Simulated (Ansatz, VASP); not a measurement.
Two plane-wave programs on B

```
B
1.0
    -1.14746    1.14746    1.14746
     1.14746   -1.14746    1.14746
     1.14746    1.14746   -1.14746
B
1
Cartesian
  0.0000 0.0000 0.0000
```

Alike in both runs: functional r2SCAN; k mesh 18 × 18 × 18; occupations fermi-dirac, width 0.1 eV; no spin polarisation.

Ansatz relaxed the structure, and its values are those at the end. VASP's run is a single point on that final structure, the one shown.

|  | VASP | Ansatz |
| --- | --- | --- |
| version | VASP 6.6.1 | Ansatz 0.2.0 |
| potentials or method | VASP PAW PBE potentials, release 64 (B), cutoff 520 eV | plane waves (500 eV) with PAW, scalar-relativistic |
| valence electrons in the cell | 3 | 3 |

```csv
,VASP,Ansatz,Ansatz less VASP
pressure (GPa),-0.3,0.0,+0.26
```

VASP's potentials were made for PBE, not for r2SCAN.
